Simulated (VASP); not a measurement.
# RbBr in VASP: notebook, part 3 of 3

VASP 6.6.1. Earlier steps stand in the parts before.

**5. Electric field gradients, PBEsol (equal xx and yy strain of -2 %)**

The input, INCAR:

```
ALGO = Normal
EDIFF = 1E-8
ENCUT = 520
GGA = PS
ISIF = 2
ISMEAR = -1
LASPH = True
LCHARG = False
LEFG = True
LREAL = False
LWAVE = False
NBANDS = 15
NELM = 60
PREC = Accurate
SIGMA = 0.03
```

The input, KPOINTS:

```
k-points
0
Gamma
  7 7 7
```

The input, POSCAR:

```
RbBr
1.0
    0.0000000000      3.3589500000      3.4275000000
    3.3589500000      0.0000000000      3.4275000000
    3.3589500000      3.3589500000      0.0000000000
Rb Br
1 1
Direct
    0.0000000000      0.0000000000      0.0000000000
    0.5000000000      0.5000000000      0.5000000000
```

Potentials or basis: VASP PAW PBE potentials, release 64 (Rb_sv, Br).

Run with:

```bash
> cat potpaw_PBE.64/Rb_sv/POTCAR potpaw_PBE.64/Br/POTCAR > POTCAR
> mpirun -np 1 vasp_std > vasp.out
```

OUTCAR:

```text
EDIFF = 1E-8
   ENCUT = 520
   GGA = PS
   ISIF = 2
   ISMEAR = -1
   LASPH = True
   LREAL = False
   NELM = 60
   PREC = Accurate

 ion  position               nearest neighbor table
   1  0.000  0.000  0.000-   2 3.36   2 3.36   2 3.36   2 3.36   2 3.43   2 3.43
   2  0.500  0.500  0.500-   1 3.36   1 3.36   1 3.36   1 3.36   1 3.43   1 3.43

  LATTYP: Found a body centered tetragonal cell.
 ALAT       =     4.7502726453
 C/A-ratio  =     1.4430750636

  Lattice vectors:

 A1 = (  -3.3589500000,   0.0000000000,   3.4275000000)
 A2 = (   3.3589500000,   0.0000000000,   3.4275000000)
 A3 = (   0.0000000000,   3.3589500000,  -3.4275000000)

Analysis of symmetry for initial positions (statically):
=====================================================================
 Subroutine PRICEL returns:
 Original cell was already a primitive cell.

 Routine SETGRP: Setting up the symmetry group for a
[... 620 lines left out ...]
  energy-cutoff  :      520.00
  volume of cell :       77.34
      direct lattice vectors                 reciprocal lattice vectors
     0.000000000  3.358950000  3.427500000    -0.148856041  0.148856041  0.145878920
     3.358950000  0.000000000  3.427500000     0.148856041 -0.148856041  0.145878920
     3.358950000  3.358950000  0.000000000     0.148856041  0.148856041 -0.145878920

 POSITION                                       TOTAL-FORCE (eV/Angst)
 -----------------------------------------------------------------------------------
      0.00000      0.00000      0.00000         0.000000      0.000000      0.000000
      3.35895      3.35895      3.42750        -0.000000     -0.000000      0.000000
 -----------------------------------------------------------------------------------
    total drift:                                0.000000      0.000000      0.000000

  FREE ENERGIE OF THE ION-ELECTRON SYSTEM (eV)
  ---------------------------------------------------
  free  energy   TOTEN  =        -6.3476553352 eV

  energy  without entropy=       -6.3476553352  energy(sigma->0) =       -6.34765534

 Electric field gradients (V/A^2)
---------------------------------------------------------------------
 ion       V_xx      V_yy      V_zz      V_xy      V_xz      V_yz
---------------------------------------------------------------------
   1      -3.372    -3.372     6.743    -0.000    -0.000    -0.000
   2      -2.685    -2.685     5.370     0.001     0.000     0.000
---------------------------------------------------------------------

 Electric field gradients after diagonalization (V/A^2)
 (convention: |V_zz| > |V_xx| > |V_yy|)
----------------------------------------------------------------------
 ion       V_xx      V_yy      V_zz     asymmetry (V_yy - V_xx)/ V_zz
----------------------------------------------------------------------
   1      -3.372    -3.372     6.743       0.000
   2      -2.686    -2.685     5.370       0.000
----------------------------------------------------------------------

           NMR quadrupolar parameters

 Cq : quadrupolar parameter    Cq=e*Q*V_zz/h
 eta: asymmetry parameters     (V_yy - V_xx)/ V_zz
 Q  : nuclear electric quadrupole moment in mb (millibarn)
----------------------------------------------------------------------
 ion       Cq(MHz)       eta       Q (mb)
----------------------------------------------------------------------
   1       0.016       0.000       1.000
   2       0.013       0.000       1.000
----------------------------------------------------------------------
```

OSZICAR:

```text
N       E                     dE             d eps       ncg     rms          rms(c)
DAV:   1     0.851949495307E+02    0.85195E+02   -0.66739E+03  1200   0.914E+02
DAV:   2    -0.675516813890E+00   -0.85870E+02   -0.78502E+02  1697   0.164E+02
DAV:   3    -0.638662403215E+01   -0.57111E+01   -0.56879E+01  1544   0.446E+01
DAV:   4    -0.654393200301E+01   -0.15731E+00   -0.15728E+00  1847   0.679E+00
DAV:   5    -0.654500770718E+01   -0.10757E-02   -0.10757E-02  1587   0.565E-01    0.302E+00
DAV:   6    -0.635363202336E+01    0.19138E+00   -0.22694E-01  1557   0.228E+00    0.200E+00
DAV:   7    -0.633813884623E+01    0.15493E-01   -0.10446E-01  1613   0.162E+00    0.975E-01
DAV:   8    -0.634705493063E+01   -0.89161E-02   -0.11241E-02  1307   0.619E-01    0.101E-01
DAV:   9    -0.634729794989E+01   -0.24302E-03   -0.48203E-04  1663   0.113E-01    0.590E-02
DAV:  10    -0.634764771431E+01   -0.34976E-03   -0.47886E-04  1298   0.113E-01    0.215E-02
DAV:  11    -0.634764995472E+01   -0.22404E-05   -0.25904E-05  1613   0.257E-02    0.720E-03
DAV:  12    -0.634765517638E+01   -0.52217E-05   -0.80655E-06  1319   0.164E-02    0.110E-03
DAV:  13    -0.634765533583E+01   -0.15945E-06   -0.26669E-07  1709   0.273E-03    0.170E-03
DAV:  14    -0.634765533443E+01    0.13958E-08   -0.15062E-07  1368   0.204E-03    0.790E-04
DAV:  15    -0.634765533519E+01   -0.75283E-09   -0.16135E-08  1431   0.714E-04
   1 F= -.63476553E+01 E0= -.63476553E+01  d E =-.278635E-10
```

Run time: 42 s. Hardware: 1 thread of Intel Xeon 6975P-C, shared host; peak memory 0.22 GiB.

Results:

```
Free energy            : -6.3477 eV
Pressure               : 0.6 GPa
Band gap on the k mesh : 4.29 eV, direct
```

Electric field gradients, principal values (V/Å²):
```csv
atom,least,middle,greatest (by size)
1 Rb,-3.372,-3.372,6.743
2 Br,-2.685,-2.686,5.370
```

Caveat: the cell differs from its parent crystal (equal xx and yy strain of -2 %); without QUAD_EFG the Cq values of the log hold for a quadrupole moment of 1 mb, not for the nuclei; the PAW data sets were made with another functional, which shifts forces and pressure a little.

**6. Electric field gradients, PBEsol (zz strain of -2 %)**

The input, INCAR:

```
SYSTEM = RbBr
PREC = Accurate
ENCUT = 520
EDIFF = 1E-8
ISMEAR = -1
SIGMA = 0.03
LREAL = .FALSE.
LASPH = .TRUE.
NELM = 60
ALGO = Normal
ISIF = 2
LWAVE = .FALSE.
LCHARG = .FALSE.
GGA = PS
LEFG = .TRUE.
NBANDS = 15
```

The input, KPOINTS:

```
regular mesh
0
G
  7 7 7
  0 0 0
```

The input, POSCAR:

```
RbBr
1.0
    0.0000000000      3.4275000000      3.3589500000
    3.4275000000      0.0000000000      3.3589500000
    3.4275000000      3.4275000000      0.0000000000
Rb Br
1 1
Direct
    0.0000000000      0.0000000000      0.0000000000
    0.5000000000      0.5000000000      0.5000000000
```

Potentials or basis: VASP PAW PBE potentials, release 64 (Rb_sv, Br).

Run with:

```bash
> cat potpaw_PBE.64/Rb_sv/POTCAR potpaw_PBE.64/Br/POTCAR > POTCAR
> mpirun -np 1 vasp_std > vasp.out
```

OUTCAR:

```text
SYSTEM = RbBr
   PREC = Accurate
   ENCUT = 520
   EDIFF = 1E-8
   ISMEAR = -1
   LREAL = .FALSE.
   LASPH = .TRUE.
   NELM = 60
   ISIF = 2
   GGA = PS

 ion  position               nearest neighbor table
   1  0.000  0.000  0.000-   2 3.36   2 3.36   2 3.43   2 3.43   2 3.43   2 3.43
   2  0.500  0.500  0.500-   1 3.36   1 3.36   1 3.43   1 3.43   1 3.43   1 3.43

  LATTYP: Found a body centered tetragonal cell.
 ALAT       =     4.8472169850
 C/A-ratio  =     1.3859292911

  Lattice vectors:

 A1 = (   0.0000000000,  -3.4275000000,  -3.3589500000)
 A2 = (   0.0000000000,   3.4275000000,  -3.3589500000)
 A3 = (   3.4275000000,   0.0000000000,   3.3589500000)

Analysis of symmetry for initial positions (statically):
=====================================================================
 Subroutine PRICEL returns:
 Original cell was already a primitive cell.

 Routine SETGRP: Setting up the symmetry group for a
 body centered tetragonal supercell.

 Subroutine GETGRP returns: Found 16 space group operations
 (whereof 16 operations were pure point group operations)
 out of a pool of 16 trial point group operations.

The static configuration has the point symmetry D_4h.

Analysis of symmetry for dynamics (positions and initial velocities):
=====================================================================
 Subroutine PRICEL returns:
 Original cell was already a primitive cell.

 Routine SETGRP: Setting up the symmetry group for a
 body centered tetragonal supercell.

 Subroutine GETGRP returns: Found 16 space group operations
 (whereof 16 operations were pure point group operations)
 out of a pool of 16 trial point group operations.
[... 577 lines left out ...]
      7      -2.1380      2.00000
      8      -2.0931      2.00000
      9       4.9725      0.00000
     10       5.4102      0.00000
     11       6.8311      0.00000
     12       7.5206      0.00000
     13       8.0978      0.00000
     14       8.6426      0.00000
     15       9.3492      0.00000

 [... further k-points ...]

------------------------ aborting loop because EDIFF is reached ----------------------------------------

  FORCE on cell =-STRESS in cart. coord.  units (eV):
  Direction    XX          YY          ZZ          XY          YZ          ZX
  --------------------------------------------------------------------------------------
  -------------------------------------------------------------------------------------
  Total        0.0282655      0.0282655      0.3656283      0.0000000      0.0000000      0.0000000
  in kB        0.5738246      0.5738246      7.4227007      0.0000000      0.0000000      0.0000000
  external PRESSURE =       2.8567833 kB  Pullay stress =       0.0000000 kB

 VOLUME and BASIS-vectors are now :
 -----------------------------------------------------------------------------
  energy-cutoff  :      520.00
  volume of cell :       78.92
      direct lattice vectors                 reciprocal lattice vectors
     0.000000000  3.427500000  3.358950000    -0.145878920  0.145878920  0.148856041
     3.427500000  0.000000000  3.358950000     0.145878920 -0.145878920  0.148856041
     3.427500000  3.427500000  0.000000000     0.145878920  0.145878920 -0.148856041

 POSITION                                       TOTAL-FORCE (eV/Angst)
 -----------------------------------------------------------------------------------
      0.00000      0.00000      0.00000         0.000000     -0.000000     -0.000000
      3.42750      3.42750      3.35895        -0.000000      0.000000      0.000000
 -----------------------------------------------------------------------------------
    total drift:                                0.000000      0.000000      0.000000

  FREE ENERGIE OF THE ION-ELECTRON SYSTEM (eV)
  ---------------------------------------------------
  free  energy   TOTEN  =        -6.3519549952 eV

  energy  without entropy=       -6.3519549951  energy(sigma->0) =       -6.35195500

 Electric field gradients (V/A^2)
---------------------------------------------------------------------
 ion       V_xx      V_yy      V_zz      V_xy      V_xz      V_yz
---------------------------------------------------------------------
   1       3.382     3.382    -6.764    -0.000    -0.000    -0.000
   2       2.663     2.663    -5.326     0.000     0.000     0.000
---------------------------------------------------------------------

 Electric field gradients after diagonalization (V/A^2)
 (convention: |V_zz| > |V_xx| > |V_yy|)
----------------------------------------------------------------------
 ion       V_xx      V_yy      V_zz     asymmetry (V_yy - V_xx)/ V_zz
----------------------------------------------------------------------
   1       3.382     3.382    -6.764       0.000
   2       2.663     2.663    -5.326       0.000
----------------------------------------------------------------------

           NMR quadrupolar parameters

 Cq : quadrupolar parameter    Cq=e*Q*V_zz/h
 eta: asymmetry parameters     (V_yy - V_xx)/ V_zz
 Q  : nuclear electric quadrupole moment in mb (millibarn)
----------------------------------------------------------------------
 ion       Cq(MHz)       eta       Q (mb)
----------------------------------------------------------------------
   1      -0.016       0.000       1.000
   2      -0.013       0.000       1.000
----------------------------------------------------------------------
```

OSZICAR:

```text
N       E                     dE             d eps       ncg     rms          rms(c)
DAV:   1     0.811315822209E+02    0.81132E+02   -0.66345E+03  1200   0.914E+02
DAV:   2    -0.876320779610E+00   -0.82008E+02   -0.75136E+02  1698   0.161E+02
DAV:   3    -0.640242660796E+01   -0.55261E+01   -0.55030E+01  1607   0.430E+01
DAV:   4    -0.655188953596E+01   -0.14946E+00   -0.14944E+00  1741   0.669E+00
DAV:   5    -0.655313633885E+01   -0.12468E-02   -0.12468E-02  1644   0.579E-01    0.290E+00
DAV:   6    -0.635807435474E+01    0.19506E+00   -0.23202E-01  1564   0.228E+00    0.191E+00
DAV:   7    -0.634196941875E+01    0.16105E-01   -0.10222E-01  1606   0.160E+00    0.948E-01
DAV:   8    -0.635131275337E+01   -0.93433E-02   -0.11604E-02  1321   0.625E-01    0.102E-01
DAV:   9    -0.635158726891E+01   -0.27452E-03   -0.50765E-04  1684   0.115E-01    0.594E-02
DAV:  10    -0.635194637620E+01   -0.35911E-03   -0.47779E-04  1284   0.114E-01    0.218E-02
DAV:  11    -0.635194918462E+01   -0.28084E-05   -0.24167E-05  1657   0.251E-02    0.746E-03
DAV:  12    -0.635195481003E+01   -0.56254E-05   -0.85969E-06  1305   0.164E-02    0.134E-03
DAV:  13    -0.635195500392E+01   -0.19389E-06   -0.32871E-07  1712   0.305E-03    0.206E-03
DAV:  14    -0.635195499169E+01    0.12230E-07   -0.15495E-07  1319   0.201E-03    0.827E-04
DAV:  15    -0.635195499516E+01   -0.34702E-08   -0.13862E-08  1487   0.661E-04
   1 F= -.63519550E+01 E0= -.63519550E+01  d E =-.312646E-10
```

stdout:

```text
POSCAR found type information on POSCAR RbBr
 POSCAR found :  2 types and       2 ions
 scaLAPACK will be used
 -----------------------------------------------------------------------------
|                                                                             |
|                                                                             |
|     You enforced a specific xc type in the INCAR file but a different       |
|     I HOPE YOU KNOW WHAT YOU ARE DOING!                                     |
|                                                                             |
 -----------------------------------------------------------------------------

 LDA part: xc-table for (Slater+PW92), standard interpolation
 POSCAR, INCAR and KPOINTS ok, starting setup
 FFT: planning ... GRIDC
 FFT: planning ... GRID_SOFT
 FFT: planning ... GRID
 WAVECAR not read
 entering main loop
ion   1

ion   2
```

It took 52 s on 1 thread of Intel Xeon 6975P-C, shared host; peak memory 0.22 GiB.

What came out:

| Property | Result |
| --- | --- |
| Free energy | -6.3520 eV |
| Pressure | 0.3 GPa |
| Band gap on the k mesh | 4.24 eV, direct |

Electric field gradients, principal values (V/Å²):
```tsv
atom	least	middle	greatest (by size)
1 Rb	3.382	3.382	-6.764
2 Br	2.663	2.663	-5.326
```

Caveat: the cell differs from its parent crystal (zz strain of -2 %); without QUAD_EFG the Cq values of the log hold for a quadrupole moment of 1 mb, not for the nuclei; the PAW data sets were made with another functional, which shifts forces and pressure a little.

**7. Summary**

```csv
cell,gap on the mesh (eV),pressure (GPa)
"a = 4.748 Å, angles 60.0°, 2 atoms",4.36,1.0
"a = 4.782 Å, angles 60.0°, 2 atoms",4.31,0.6
"a = 4.799, b = 4.799, c = 4.750 Å, angles 60.3, 60.3, 59.3°, 2 atoms",4.29,0.6
"a = 4.799, b = 4.799, c = 4.847 Å, angles 59.7, 59.7, 60.7°, 2 atoms",4.24,0.3
```

Alike in all rows: task electric field gradients; level PBEsol; potentials or basis VASP PAW PBE potentials, release 64 (Rb_sv, Br); no spin polarisation; k mesh 7 × 7 × 7; cutoff (eV) 520; smearing fermi-dirac 0.03 eV.

Caveats: the PAW data sets were made with another functional, which shifts forces and pressure a little.

Total energies depend on the potentials used, so only differences within one code and one set of settings carry meaning.
